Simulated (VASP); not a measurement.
A run of VASP 6.6.1 is set up as follows.

File INCAR:

```
  ALGO = Fast
  EDIFF = 1E-7
  ENCUT = 520
  GGA = PE
  ISIF = 2
  ISMEAR = 0
  ISPIN = 2
  LASPH = T
  LCHARG = T
  LDAU = T
  LDAUJ = 0 0
  LDAUL = 2 -1
  LDAUPRINT = 1
  LDAUTYPE = 2
  LDAUU = 4.38 0
  LELF = T
  LMAXMIX = 4
  LORBIT = 11
  LREAL = F
  LVHAR = T
  LWAVE = F
  MAGMOM = 2 -2 0 0
  NBANDS = 32
  NELM = 150
  PREC = Accurate
  SIGMA = 0.1
```

The input KPOINTS:

```
k-points
0
Gamma
  12 12 6
```

The input POSCAR:

```
MoSe
1.0
    0.0000000000      2.9703041118      2.9703041118
    2.9703041118      0.0000000000      2.9703041118
    5.9406082236      5.9406082236      0.0000000000
Mo Se
2 2
Direct
    1.0000000000      0.0000000000      0.0000000000
    1.0000000000      0.0000000000      0.5000000000
    0.2500000000      0.2500000000      0.1250000000
    0.2500000000      0.2500000000      0.6250000000
```

Potentials or basis: VASP PAW PBE potentials, release 64 (Mo_sv, Se).

Launch:

```sh
$ cat potpaw_PBE.64/Mo_sv/POTCAR potpaw_PBE.64/Se/POTCAR > POTCAR
$ mpirun -np 1 vasp_std > vasp.out
```

Problem. Estimate the net moment.

Solution. 0.00 μB per cell.

Problem. Predict the pressure.

Solution. 5.4 GPa.

Problem. Predict the site moments.

Solution. Mo +3.23, -3.23; Se -0.11, +0.11 μB.

Problem. Predict the band gap on the k mesh.

Solution. Zero (filled and empty bands overlap).

Stress tensor (GPa, compression positive):
```
 5.42  1.49 -1.49
 1.49  5.42 -1.49
-1.49 -1.49  5.42
```

Caveat: the cell stands under pressure.
